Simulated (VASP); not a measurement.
Crystal: Mn.

```xyz
2
Lattice="0.0000 2.3325 2.3325 2.3325 0.0000 2.3325 2.3325 2.3325 0.0000" Properties=species:S:1:pos:R:3 pbc="T T T"
Mn    0.0000    0.0000    0.0000
Mn    2.3325    2.3325    2.3325
```

This isn't the form of Mn at room conditions, which is a 58-atom cubic cell.

| Item | Value |
| --- | --- |
| Program | VASP 6.6.1 |
| Task | relaxation of cell and atoms |
| Functional | RPBE |
| Potentials or basis | VASP PAW PBE potentials, release 64 (Mn_pv) |
| Cutoff | 600 eV |
| k mesh | 12 × 12 × 12 |
| Occupations | fermi-dirac, width 0.05 eV |
| Spin | collinear spin, antiferromagnetic start |
| Starting moments | [3.0, -3.0] μB |

At the start: pressure 12.3 GPa; volume 12.69 Å³/atom.

Task: Where does the relaxation end?

Result: Over 4 steps the energy falls by 55.4 meV/atom and the volume is 14.42 Å³/atom (+13.7 %); space group Pm-3m (No. 221, to 0.1 Å) before and after; moment 0.00 μB per cell.

Step by step:
```tsv
step	energy change (eV)	largest force (eV/Å)	pressure (GPa)	volume (Å³)
1	0.0000	0.0000	12.28	25.38
2	-0.1103	0.0000	-0.66	29.12
3	-0.1107	0.0000	0.15	28.78
4	-0.1108	0.0000	0.01	28.85
```

Final structure:
```
CELL_PARAMETERS angstrom
0.00000 2.43424 2.43424
2.43424 0.00000 2.43424
2.43424 2.43424 0.00000
ATOMIC_POSITIONS crystal
Mn 0.00000 0.00000 0.00000
Mn 0.50000 0.50000 0.50000
```

Caveat: the PAW data sets were made with another functional, which shifts forces and pressure a little.
